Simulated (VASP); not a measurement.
Input of a VASP 6.6.1 run:

File INCAR:

```
  PREC = Accurate
  ENCUT = 600
  EDIFF = 1E-6
  ISMEAR = -1
  SIGMA = 0.05
  LREAL = Auto
  LASPH = T
  NELM = 60
  ALGO = Normal
  ISIF = 8
  LWAVE = F
  LCHARG = F
  GGA = PS
  IBRION = 2
  NSW = 100
  EDIFFG = -0.03
  ISYM = 0
  NCORE = 4
```

Contents of KPOINTS:

```
Automatic mesh
0
Gamma
  1 1 1
  0.25 0.25 0.25
```

POSCAR

```
Mg16Se3S13
1.0
   10.4657120000      0.0000000000      0.0000000000
    0.0000000000     10.4657120000      0.0000000000
    0.0000000000      0.0000000000     10.4657120000
S Se Mg
26 6 32
Direct
    0.2511940000      0.9994240000      0.0029790000
    0.2493770000      0.0004760000      0.5044250000
    0.2500400000      0.4995640000      0.0024450000
    0.2506970000      0.4990090000      0.5025260000
    0.7501010000      0.5008700000      0.9999470000
    0.7491930000      0.4998710000      0.5016780000
    0.0026580000      0.2477070000      0.0008140000
    0.0023930000      0.2489670000      0.5011900000
    0.9987330000      0.7504000000      0.9972880000
    0.0044540000      0.7503650000      0.4983180000
    0.4984720000      0.2508550000      0.0009000000
    0.5026940000      0.2468260000      0.5023880000
    0.4999270000      0.7497840000      0.9994840000
    0.5001220000      0.7496960000      0.5013900000
    0.9987150000      0.9989190000      0.2496540000
    0.9966610000      0.5004140000      0.2529880000
    0.0004850000      0.4986550000      0.7543460000
    0.5016590000      0.0005590000      0.2470080000
    0.5005710000      0.9999720000      0.7513720000
    0.4986620000      0.4987560000      0.2488190000
    0.5013460000      0.5000790000      0.7499070000
    0.2511860000      0.2523650000      0.2518680000
    0.2491650000      0.2501820000      0.7497730000
    0.2478480000      0.7499220000      0.7505830000
    0.7520160000      0.7497810000      0.2497670000
    0.7495330000      0.7478040000      0.7503020000
    0.7493630000      0.0011070000      0.9955090000
    0.7492750000      0.9968040000      0.5012450000
    0.9992040000      0.0026030000      0.7492500000
    0.2468640000      0.7471860000      0.2526820000
    0.7533870000      0.2492880000      0.2496330000
    0.7463740000      0.2516100000      0.7480960000
    0.9988800000      0.9998880000      0.9977150000
    0.9984350000      0.9978600000      0.4990790000
    0.0005460000      0.4975700000      0.9983760000
    0.9991940000      0.5016140000      0.5004570000
    0.5001830000      0.9993890000      0.9988710000
    0.4973550000      0.0018510000      0.4981720000
    0.5004040000      0.4977600000      0.0030760000
    0.4995590000      0.4987480000      0.5030720000
    0.2480720000      0.2521920000      0.9992320000
    0.2514350000      0.2481880000      0.5020390000
    0.2495600000      0.7521500000      0.9982340000
    0.2487520000      0.7510660000      0.5027160000
    0.7512320000      0.2500360000      0.0023830000
    0.7491940000      0.2512340000      0.4999490000
    0.7476220000      0.7489690000      0.0000270000
    0.7480260000      0.7518360000      0.4997420000
    0.2501960000      0.9985430000      0.2492330000
    0.2460950000      0.0019590000      0.7515510000
    0.2495490000      0.5008070000      0.2490940000
    0.2506610000      0.4994010000      0.7501000000
    0.7458850000      0.9992690000      0.2523930000
    0.7510540000      0.0006340000      0.7477280000
    0.7511850000      0.5009540000      0.2497600000
    0.7487760000      0.5009280000      0.7488140000
    0.0015420000      0.2488910000      0.2494650000
    0.0035020000      0.2520510000      0.7511270000
    0.0031160000      0.7496110000      0.2491720000
    0.0026890000      0.7518690000      0.7470280000
    0.4992090000      0.2497820000      0.2488270000
    0.4976250000      0.2491210000      0.7497970000
    0.4984190000      0.7539490000      0.2482330000
    0.5001750000      0.7520370000      0.7484890000
```

Potentials or basis: VASP PAW PBE potentials, release 64 (S, Se, Mg).

The run is started by

```console
$ cat potpaw_PBE.64/S/POTCAR potpaw_PBE.64/Se/POTCAR potpaw_PBE.64/Mg/POTCAR > POTCAR
$ mpirun -np 4 vasp_std > vasp.out
```

Predict the space group after relaxing (to 0.1 Å).

Pm (No. 6).

Predict the band gap on the k mesh.

3.11 eV.

Final structure:
```cif
data_structure
_symmetry_space_group_name_H-M 'P 1'
_symmetry_Int_Tables_number 1
_cell_length_a 10.4627
_cell_length_b 10.4627
_cell_length_c 10.4627
_cell_angle_alpha 90.000
_cell_angle_beta 90.000
_cell_angle_gamma 90.000
_cell_volume 1145.35
loop_
_atom_site_label
_atom_site_type_symbol
_atom_site_fract_x
_atom_site_fract_y
_atom_site_fract_z
_atom_site_occupancy
S1 S 0.25045 0.00085 0.00039 1
S2 S 0.25037 0.00077 0.50048 1
S3 S 0.24999 0.49937 0.99994 1
S4 S 0.25000 0.49928 0.50155 1
S5 S 0.74984 0.50151 0.00028 1
S6 S 0.74977 0.50139 0.50028 1
S7 S 0.00258 0.25175 0.00109 1
S8 S 0.00269 0.25176 0.49937 1
S9 S 0.99979 0.74803 0.99974 1
S10 S 0.99992 0.74802 0.49972 1
S11 S 0.49752 0.25102 0.00029 1
S12 S 0.49759 0.25090 0.50034 1
S13 S 0.49965 0.74895 0.99915 1
S14 S 0.49967 0.74890 0.50088 1
S15 S 0.00151 0.99971 0.24979 1
S16 S 0.00001 0.49988 0.25039 1
S17 S 0.00088 0.50106 0.75033 1
S18 S 0.49788 0.99998 0.24984 1
S19 S 0.49728 0.99928 0.74994 1
S20 S 0.49970 0.50005 0.25049 1
S21 S 0.49897 0.50098 0.75047 1
S22 S 0.25031 0.25021 0.25061 1
S23 S 0.25068 0.25121 0.75065 1
S24 S 0.25075 0.74928 0.75044 1
S25 S 0.74970 0.74826 0.24984 1
S26 S 0.74893 0.74788 0.74983 1
Se1 Se 0.74910 0.99892 0.00029 1
Se2 Se 0.74906 0.99888 0.49924 1
Se3 Se 0.00121 0.99969 0.74977 1
Se4 Se 0.24987 0.74973 0.25043 1
Se5 Se 0.75020 0.25095 0.25021 1
Se6 Se 0.74935 0.25188 0.75018 1
Mg1 Mg 0.00629 0.99977 0.00531 1
Mg2 Mg 0.00618 0.99975 0.49412 1
Mg3 Mg 0.00145 0.49981 0.00170 1
Mg4 Mg 0.00146 0.49986 0.49905 1
Mg5 Mg 0.49331 0.99994 0.00119 1
Mg6 Mg 0.49325 0.99990 0.49842 1
Mg7 Mg 0.49833 0.49987 0.00095 1
Mg8 Mg 0.49837 0.49985 0.50027 1
Mg9 Mg 0.25002 0.25160 0.99951 1
Mg10 Mg 0.25017 0.25128 0.50201 1
Mg11 Mg 0.24962 0.74853 0.99512 1
Mg12 Mg 0.24984 0.74832 0.50588 1
Mg13 Mg 0.75034 0.25692 0.99994 1
Mg14 Mg 0.75052 0.25687 0.50041 1
Mg15 Mg 0.74979 0.74380 0.99840 1
Mg16 Mg 0.74990 0.74381 0.50114 1
Mg17 Mg 0.25082 0.00410 0.25053 1
Mg18 Mg 0.25468 0.00007 0.75057 1
Mg19 Mg 0.25018 0.49575 0.25089 1
Mg20 Mg 0.25111 0.50054 0.75086 1
Mg21 Mg 0.74803 0.99414 0.24971 1
Mg22 Mg 0.74322 0.99321 0.74976 1
Mg23 Mg 0.74956 0.50500 0.25034 1
Mg24 Mg 0.74851 0.50600 0.75027 1
Mg25 Mg 0.00554 0.25099 0.25029 1
Mg26 Mg 0.00632 0.25596 0.75029 1
Mg27 Mg 0.99562 0.74847 0.24958 1
Mg28 Mg 0.00008 0.74506 0.74959 1
Mg29 Mg 0.49508 0.25032 0.25025 1
Mg30 Mg 0.49408 0.25142 0.75027 1
Mg31 Mg 0.50397 0.74982 0.24980 1
Mg32 Mg 0.49963 0.74890 0.74987 1
```

Caveat: a shifted mesh leaves out Γ, where band edges can lie. A k mesh can miss the band edges.
